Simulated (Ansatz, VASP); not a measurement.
## One calculation of Rh, two programs

INCAR

```
SYSTEM = Rh
ALGO = Fast
EDIFF = 1E-7
ENCUT = 520
GGA = PS
ISIF = 2
ISMEAR = 0
LASPH = .TRUE.
LCHARG = .FALSE.
LREAL = .FALSE.
LWAVE = .FALSE.
NBANDS = 14
NELM = 100
PREC = Accurate
SIGMA = 0.15
```

File KPOINTS:

```
k-points
0
G
  22 22 22
  0 0 0
```

File POSCAR:

```
Rh
1.0
    0.0000000000      1.8064725000      1.9015500000
    1.8064725000      0.0000000000      1.9015500000
    1.8064725000      1.8064725000      0.0000000000
Rh
1
Direct
    0.0000000000      0.0000000000      0.0000000000
```

Input for Ansatz:

```yaml
crystal:
  lattice:
    - [0.0, 1.8064725, 1.90155]
    - [1.8064725, 0.0, 1.90155]
    - [1.8064725, 1.8064725, 0.0]
  atoms:
    - { symbol: Rh, position: [0.0, 0.0, 0.0] }
basis:
  ecutwfc: 420
kpoints:
  mp_grid: { grid: [22, 22, 22] }
hamiltonian:
  xc: pbesol
scf:
  occupations: { method: gaussian, width: 0.15 }
output:
  forces: true
  stress: true
  eigenvalues: true
```

Change from the starting cell: strain -0.050 along x and y, +0.000 along z, atoms carried along.

Alike in both runs: task single point; functional PBEsol; k mesh 22 × 22 × 22; occupations gaussian, width 0.15 eV; no spin polarisation.

```csv
,VASP,Ansatz
version,VASP 6.6.1,Ansatz 0.2.0
potentials or method,"VASP PAW PBE potentials, release 64 (Rh_pv), cutoff 520 eV","scalar-relativistic, plane waves, PAW"
valence electrons in the cell,15,17
```

|  | VASP | Ansatz | Ansatz less VASP |
| --- | --- | --- | --- |
| gap on the k mesh at the Fermi level (eV) | none | none | - |
| pressure (GPa) | 31.4 | 31.5 | +0.08 |
| traceless stress, the component that is largest in VASP (GPa) | -11.72 | -11.73 | -0.010 |

VASP's potentials were made for PBE, not for PBEsol. A gap of «none» marks a metal or a gap that the smearing closes. Both programs put the cell under a high pressure, so it lies far from rest at this level. VASP's potentials hold 15 valence electrons a cell and Ansatz's 17, so a difference there can come from the potentials and not from the codes.
